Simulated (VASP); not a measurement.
# TiB2 (P6/mmm) in VASP: notebook

TiB2 is run at these levels: LDA; tasks: single point.

Everything below comes from runs of VASP 6.6.1. Logs are shortened: lines on timing, memory, paths and dates and some standing lists are left out, and cuts for length are marked.

### Step 1. The cell of the first run

Symmetry: P6/mmm, No. 191, hexagonal system. The conventional cell has a = 3.049 Å, b = 3.049 Å, c = 3.250 Å, α = 90.00°, β = 90.00°, γ = 120.00°. Ti (site symmetry 6/mmm) has 12 B at 2.40 Å and 6 Ti at 3.05 Å within 3.2 Å. Within 2.3 Å of B (site symmetry -6m2) lie 3 B at 1.76 Å.

### Step 2. Single point, LDA

INCAR

```
SYSTEM = TiB2
PREC = Accurate ; ENCUT = 520
EDIFF = 1E-7 ; ISMEAR = -1
SIGMA = 0.1 ; LREAL = .False.
LASPH = .True. ; NELM = 60
ALGO = Normal ; ISIF = 2
LWAVE = .False. ; LCHARG = .True.
LELF = .True. ; LVHAR = .True.
NBANDS = 16
```

KPOINTS

```
Automatic mesh
0
Gamma
  11 11 9
  0 0 0
```

POSCAR

```
TiB2
1.0
    3.0492615118      0.0000000000      0.0000000000
   -1.5246307559      2.6407379288      0.0000000000
    0.0000000000      0.0000000000      3.2497807555
Ti B
1 2
Direct
    0.0000000000      0.0000000000      0.0000000000
    0.3333333333      0.6666666667      0.5000000000
    0.6666666667      0.3333333333      0.5000000000
```

Potentials or basis: VASP PAW LDA potentials, release 64 (Ti_sv, B).

Run with:

```sh
cat potpaw_LDA.64/Ti_sv/POTCAR potpaw_LDA.64/B/POTCAR > POTCAR
mpirun -np 1 vasp_std > vasp.out
```

OUTCAR:

```text
SYSTEM = TiB2
   PREC = Accurate
   ENCUT = 520
   EDIFF = 1E-7
   ISMEAR = -1
   LREAL = .False.
   LASPH = .True.
   NELM = 60
   ISIF = 2

 ion  position               nearest neighbor table
   1  0.000  0.000  0.000-   2 2.40   2 2.40   3 2.40   3 2.40   2 2.40   3 2.40   2 2.40   3 2.40
                             3 2.40   3 2.40   2 2.40   2 2.40
   2  0.333  0.667  0.500-   3 1.76   3 1.76   3 1.76   1 2.40   1 2.40   1 2.40   1 2.40   1 2.40
                             1 2.40
   3  0.667  0.333  0.500-   2 1.76   2 1.76   2 1.76   1 2.40   1 2.40   1 2.40   1 2.40   1 2.40
                             1 2.40

  LATTYP: Found a hexagonal cell.
 ALAT       =     3.0492615118
 C/A-ratio  =     1.0657599366

  Lattice vectors:

 A1 = (   3.0492615118,   0.0000000000,   0.0000000000)
 A2 = (  -1.5246307559,   2.6407379288,   0.0000000000)
 A3 = (   0.0000000000,   0.0000000000,   3.2497807555)

Analysis of symmetry for initial positions (statically):
=====================================================================
 Subroutine PRICEL returns:
 Original cell was already a primitive cell.

 Routine SETGRP: Setting up the symmetry group for a
 hexagonal supercell.

 Subroutine GETGRP returns: Found 24 space group operations
 (whereof 24 operations were pure point group operations)
 out of a pool of 24 trial point group operations.

The static configuration has the point symmetry D_6h.

Analysis of symmetry for dynamics (positions and initial velocities):
=====================================================================
 Subroutine PRICEL returns:
 Original cell was already a primitive cell.

 Routine SETGRP: Setting up the symmetry group for a
 hexagonal supercell.

 Subroutine GETGRP returns: Found 24 space group operations
 (whereof 24 operations were pure point group operations)
 out of a pool of 24 trial point group operations.

The dynamic configuration has the point symmetry D_6h.

 Subroutine INISYM returns: Found 24 space group operations
 (whereof 24 operations are pure point group operations),
 and found     1 'primitive' translations

----------------------------------------------------------------------------------------

                                     Primitive cell

  volume of cell :      26.1682

  direct lattice vectors                    reciprocal lattice vectors
     3.049261512  0.000000000  0.000000000     0.327948258  0.189341015  0.000000000
    -1.524630756  2.640737929  0.000000000     0.000000000  0.378682030  0.000000000
     0.000000000  0.000000000  3.249780755     0.000000000  0.000000000  0.307713066

  length of vectors
     3.049261512  3.049261509  3.249780755     0.378682030  0.378682030  0.307713066

  position of ions in fractional coordinates (direct lattice)
     0.000000000  0.000000000  0.000000000
     0.333333333  0.666666667  0.500000000
     0.666666667  0.333333333  0.500000000

  ion indices of the primitive-cell ions
   primitive index   ion index
                 1           1
                 2           2
                 3           3

----------------------------------------------------------------------------------------

 KPOINTS: Automatic mesh

Automatic generation of k-mesh.
 Grid dimensions read from file:
 generate k-points for:   11   11    9

 Generating k-lattice:

  Cartesian coordinates                     Fractional coordinates (reciprocal lattice)
     0.029813478  0.017212820  0.000000000     0.090909091  0.000000000  0.000000000
     0.000000000  0.034425639  0.000000000     0.000000000  0.090909091  0.000000000
     0.000000000  0.000000000  0.034190341     0.000000000  0.000000000  0.111111111

  Length of vectors
     0.034425639  0.034425639  0.034190341

  Shift w.r.t. Gamma in fractional coordinates (k-lattice)
     0.000000000  0.000000000  0.000000000

 Subroutine IBZKPT returns following result:
 ===========================================

 Found     80 irreducible k-points:

 Following reciprocal coordinates:
            Coordinates               Weight
  0.000000  0.000000  0.000000      1.000000
  0.090909  0.000000  0.000000      6.000000
  0.181818  0.000000  0.000000      6.000000
  0.272727  0.000000  0.000000      6.000000
  0.363636  0.000000  0.000000      6.000000
  0.454545  0.000000  0.000000      6.000000
[... 16 lines left out ...]
  0.090909  0.090909  0.111111     12.000000
  0.181818  0.090909  0.111111     24.000000
 [... further k-points ...]
   k-points           NKPTS =     80   k-points in BZ     NKDIM =     80   number of bands    NBANDS=     16
   number of dos      NEDOS =    301   number of ions     NIONS =      3
   total plane-waves  NPLWV =  13824
   dimension x,y,z NGX =    24 NGY =   24 NGZ =   24
   dimension x,y,z NGXF=    48 NGYF=   48 NGZF=   48
   ions per type =               1   2
   NGX,Y,Z   is equivalent  to a cutoff of  13.08, 13.08, 12.28 a.u.
   NGXF,Y,Z  is equivalent  to a cutoff of  26.17, 26.17, 24.55 a.u.
 SYSTEM =  TiB2
   PREC   = accura    normal or accurate (medium, high low for compatibility)
   ISTART =      0    job   : 0-new  1-cont  2-samecut
   ICHARG =      2    charge: 1-file 2-atom 10-const
   ISPIN  =      1    spin polarized calculation?
   LNONCOLLINEAR =      F non collinear calculations
   LSORBIT =      F    spin-orbit coupling
   LASPH  =      T    aspherical Exc in radial PAW
   ENCUT  =  520.0 eV  38.22 Ry    6.18 a.u.   5.67  5.67  6.04*2*pi/ulx,y,z
   NELM   =     60;   NELMIN=  2; NELMDL= -5     # of ELM steps
   EDIFF  = 0.1E-06   stopping-criterion for ELM
   LREAL  =      F    real-space projection
   EDIFFG = 0.1E-05   stopping-criterion for IOM
   NSW    =      0    number of steps for IOM
   IBRION =     -1    ionic relax: 0-MD 1-quasi-New 2-CG
   NFREE  =      0    steps in history (QN), initial steepest desc. (CG)
   ISIF   =      2    stress and relaxation
   ISYM   =      2    0-nonsym 1-usesym 2-fastsym
   POTIM  = 0.5000    time-step for ionic-motion
   TEBEG  =    0.0;   TEEND  =   0.0 temperature during run
   PSTRESS=    0.0 pullay stress
   NELECT =      18.0000    total number of electrons
   NUPDOWN=      -1.0000    fix difference up-down
   EMIN   =  10.00;   EMAX   =-10.00  energy-range for DOS
   EFERMI =   0.00;   METHOD = LEGACY
   ISMEAR =    -1;   SIGMA  =   0.10  broadening in eV -4-tet -1-fermi 0-gaus
   EFERMI_NEDOS =   21; number of points for ismear=-14 and -15
   IALGO  =     38    algorithm
   IMIX   =      4    mixing-type and parameters
     AMIX     =   0.40;   BMIX     =  1.00
     AMIX_MAG =   1.60;   BMIX_MAG =  1.00
  volume/ion in A,a.u.               =       8.72        58.86
  Fermi-wavevector in a.u.,A,eV,Ry     =   1.445132  2.730904 28.414513  2.088408
  Thomas-Fermi vector in A             =   2.563349
   LORBIT       =      0    0 simple, 1 ext, 2 COOP (PROOUT), +10 PAW based schemes
   GGA     = CA    functional components
   LHFCALC =     F    Hartree Fock is set to
   AEXX    =    0.0000 exact exchange contribution
   IVDW    =     0    specifies the selected vdW correction
   LEPSILON=     F    determine dielectric tensor
   LRPA    =     F    only Hartree local field effects (RPA)
 non-spin polarized calculation
  energy-cutoff  :      520.00
  volume of cell :       26.17
 maximum number of plane-waves:       721
 NGX is ok and might be reduce to    24
   NGX = 11   NGY = 11   NGZ = 13

 number of electron      18.0000002 magnetization

 Free energy of the ion-electron system (eV)
  ---------------------------------------------------
  ext. energy  EPLUGINS =         0.00000000
  ---------------------------------------------------
  free energy    TOTEN  =       -26.84787827 eV

  energy without entropy =      -26.83517360  energy(sigma->0) =      -26.84152594

 E-fermi :   9.6646     XC(G=0): -12.8575

 val. band max:        9.6556427182   @ k =   0.1818   0.1818   0.1111
 cond. band min:       9.6819148910   @ k =   0.0909   0.0000   0.3333
 fundamental gap:      0.0262721727
 Fermi energy:         9.6645994130

 k-point     1 :       0.0000    0.0000    0.0000
  band No.  band energies     occupation
      1     -46.5875      2.00000
      2     -23.3253      2.00000
      3     -23.0147      2.00000
      4     -23.0147      2.00000
      5      -3.4853      2.00000
      6       7.1563      2.00000
[... 8 lines left out ...]
     15      15.4181      0.00000
     16      16.6343      0.00000

 k-point     2 :       0.0909    0.0000    0.0000
  band No.  band energies     occupation
      1     -46.5833      2.00000
      2     -23.3200      2.00000
      3     -23.0465      2.00000
      4     -23.0220      2.00000
      5      -3.3297      2.00000
      6       6.7191      2.00000
[... 8 lines left out ...]
     15      16.3098      0.00000
     16      17.1160      0.00000

 k-point     3 :       0.1818    0.0000    0.0000
  band No.  band energies     occupation
      1     -46.5720      2.00000
      2     -23.3059      2.00000
      3     -23.1310      2.00000
      4     -23.0413      2.00000
      5      -2.8732      2.00000
      6       5.6190      2.00000
[... 8 lines left out ...]
     15      17.5917      0.00000
     16      18.1068      0.00000

 k-point     4 :       0.2727    0.0000    0.0000
  band No.  band energies     occupation
      1     -46.5572      2.00000
      2     -23.2874      2.00000
      3     -23.2399      2.00000
      4     -23.0665      2.00000
      5      -2.1435      2.00000
      6       4.2185      2.00000
[... 8 lines left out ...]
     15      16.8613      0.00000
     16      18.7160      0.00000
[... 324 lines left out ...]
 k-point    22 :       0.4545    0.0000    0.1111
  band No.  band energies     occupation
      1     -46.5339      2.00000
      2     -23.3931      2.00000
      3     -23.2801      2.00000
      4     -23.1008      2.00000
      5       0.0504      2.00000
      6       1.3453      2.00000
[... 8 lines left out ...]
     15      17.7160      0.00000
     16      18.7680      0.00000

 k-point    23 :       0.0909    0.0909    0.1111
  band No.  band energies     occupation
      1     -46.5739      2.00000
      2     -23.3324      2.00000
      3     -23.1004      2.00000
      4     -23.0352      2.00000
      5      -2.8767      2.00000
      6       6.1093      2.00000
[... 8 lines left out ...]
     15      17.1933      0.00000
     16      17.3798      0.00000

 k-point    24 :       0.1818    0.0909    0.1111
  band No.  band energies     occupation
      1     -46.5609      2.00000
      2     -23.3155      2.00000
      3     -23.1918      2.00000
      4     -23.0622      2.00000
      5      -2.3005      2.00000
      6       4.9361      2.00000
[... 8 lines left out ...]
     15      17.4509      0.00000
     16      18.5757      0.00000

 [... further k-points ...]
[... 5 lines left out ...]
  --------------------------------------------------------------------------------------
  -------------------------------------------------------------------------------------
  Total       -2.4596651     -2.4596651     -2.5481142      0.0000000     -0.0000000      0.0000000
  in kB     -150.5956857   -150.5956853   -156.0110775      0.0000000     -0.0000000      0.0000000
  external PRESSURE =    -152.4008162 kB  Pullay stress =       0.0000000 kB

 VOLUME and BASIS-vectors are now :
 -----------------------------------------------------------------------------
  energy-cutoff  :      520.00
  volume of cell :       26.17
      direct lattice vectors                 reciprocal lattice vectors
     3.049261512  0.000000000  0.000000000     0.327948258  0.189341015  0.000000000
    -1.524630756  2.640737929  0.000000000     0.000000000  0.378682030  0.000000000
     0.000000000  0.000000000  3.249780755     0.000000000  0.000000000  0.307713066

 POSITION                                       TOTAL-FORCE (eV/Angst)
 -----------------------------------------------------------------------------------
      0.00000      0.00000      0.00000        -0.000000      0.000000      0.000000
     -0.00000      1.76049      1.62489         0.000000      0.000000      0.000000
      1.52463      0.88025      1.62489        -0.000000      0.000000      0.000000
 -----------------------------------------------------------------------------------
    total drift:                               -0.000000      0.000000      0.000000

  FREE ENERGIE OF THE ION-ELECTRON SYSTEM (eV)
  ---------------------------------------------------
  free  energy   TOTEN  =       -26.8478782750 eV

  energy  without entropy=      -26.8351735975  energy(sigma->0) =      -26.84152594
```

Wall time 53 s (1 thread of AMD EPYC 7R13, shared host); peak memory 0.12 GiB.

Results:

- Free energy: -26.8479 eV
- Pressure: -15.2 GPa
- Band gap on the k mesh: zero (band 9 reaches 9.87 eV, above the bottom of band 10 at 9.44 eV)

Stress tensor (GPa, compression positive):
```
-15.06   0.00   0.00
  0.00 -15.06   0.00
  0.00   0.00 -15.60
```

### Step 3. Single point, LDA

This run uses another cell than the first one, of 8.89 Å³/atom, 1.020 times its volume.

INCAR

```
SYSTEM = TiB2
PREC = Accurate ; ENCUT = 520
EDIFF = 1E-7 ; ISMEAR = -1
SIGMA = 0.1 ; LREAL = .FALSE.
LASPH = .TRUE. ; NELM = 80
ALGO = Normal ; ISIF = 2
LWAVE = .FALSE. ; LCHARG = .FALSE.
NBANDS = 16
```

KPOINTS

```
regular mesh
0
G
  11 11 9
  0 0 0
```

POSCAR

```
TiB2
1.0
    3.0690624661      0.0000000000      0.0000000000
   -1.5345312330      2.6578860582      0.0000000000
    0.0000000000      0.0000000000      3.2708838193
Ti B
1 2
Direct
    0.0000000000      0.0000000000      0.0000000000
    0.3333333333      0.6666666667      0.5000000000
    0.6666666667      0.3333333333      0.5000000000
```

Potentials or basis: VASP PAW LDA potentials, release 64 (Ti_sv, B).

Run with:

```sh
cat potpaw_LDA.64/Ti_sv/POTCAR potpaw_LDA.64/B/POTCAR > POTCAR
mpirun -np 1 vasp_std > vasp.out
```

Wall time 44 s (1 thread of AMD EPYC 7R13, shared host); peak memory 0.12 GiB.

It converged, with:

| Property | Result |
| --- | --- |
| Free energy | -26.7927 eV |
| Pressure | -19.3 GPa |
| Band gap on the k mesh | zero (band 9 reaches 9.65 eV, above the bottom of band 10 at 9.24 eV) |

Stress tensor (GPa, compression positive):
```
-19.49   0.00   0.00
  0.00 -19.49   0.00
  0.00   0.00 -19.01
```

Levels at points of the mesh, in eV from the Fermi level:
| k point | band 6 | band 7 | band 8 | band 9 | band 10 | band 11 | band 12 | band 13 |
| --- | --- | --- | --- | --- | --- | --- | --- | --- |
| (0.00, 0.00, 0.00) | -2.47 | -2.47 | -2.20 | -1.99 | 1.80 | 1.80 | 3.49 | 3.49 |

### Step 4. Single point, LDA

This run uses another cell than the first one, of 9.06 Å³/atom, 1.039 times its volume.

INCAR

```
ALGO     = Normal         # electronic algorithm
EDIFF    = 1E-7           # SCF threshold, eV
ENCUT    = 520            # plane-wave cutoff, eV
GGA      = CA             # functional
ISIF     = 2              # what is computed and relaxed
ISMEAR   = -1             # smearing method
LASPH    = T              # aspherical terms in the spheres
LCHARG   = F              # write CHGCAR
LREAL    = F              # projectors in reciprocal space
LWAVE    = F              # write WAVECAR
NBANDS   = 16             # bands
NELM     = 80             # most SCF steps
PREC     = Accurate       # precision mode
SIGMA    = 0.1            # smearing width, eV
```

KPOINTS

```
k-points
0
Gamma
  11 11 9
```

POSCAR

```
TiB2
1.0
    3.0886111617      0.0000000000      0.0000000000
   -1.5443055808      2.6748157252      0.0000000000
    0.0000000000      0.0000000000      3.2917180359
Ti B
1 2
Direct
    0.0000000000      0.0000000000      0.0000000000
    0.3333333333      0.6666666667      0.5000000000
    0.6666666667      0.3333333333      0.5000000000
```

Run with:

```sh
cat potpaw_LDA.64/Ti_sv/POTCAR potpaw_LDA.64/B/POTCAR > POTCAR
mpirun -np 1 vasp_std > vasp.out
```

It took 63 s on 1 thread of AMD EPYC 7R13, shared host; peak memory 0.12 GiB.

It converged, with:

| Item | Value |
| --- | --- |
| Free energy | -26.7251 eV |
| Pressure | -23.0 GPa |
| Band gap on the k mesh | zero (band 9 reaches 9.44 eV, above the bottom of band 10 at 9.04 eV) |

Stress tensor (GPa, compression positive):
```
-23.51   0.00   0.00
  0.00 -23.51   0.00
  0.00   0.00 -22.07
```

Levels at points of the mesh, in eV from the Fermi level:
| k point | band 6 | band 7 | band 8 | band 9 | band 10 | band 11 | band 12 | band 13 |
| --- | --- | --- | --- | --- | --- | --- | --- | --- |
| (0.00, 0.00, 0.00) | -2.43 | -2.43 | -2.19 | -1.94 | 1.75 | 1.75 | 3.41 | 3.41 |

### Step 5. Overview

```csv
cell,gap on the mesh (eV),pressure (GPa)
"a = 3.049, b = 3.049, c = 3.250 Å, angles 90.0, 90.0, 120.0°, 3 atoms",none,-15.2
"a = 3.069, b = 3.069, c = 3.271 Å, angles 90.0, 90.0, 120.0°, 3 atoms",none,-19.3
"a = 3.089, b = 3.089, c = 3.292 Å, angles 90.0, 90.0, 120.0°, 3 atoms",none,-23.0
```

Alike in all rows: task single point; level LDA; potentials or basis VASP PAW LDA potentials, release 64 (Ti_sv, B); no spin polarisation; k mesh 11 × 11 × 9; cutoff (eV) 520; smearing fermi-dirac 0.1 eV.

Total energies depend on the potentials used, so only differences within one code and one set of settings carry meaning.
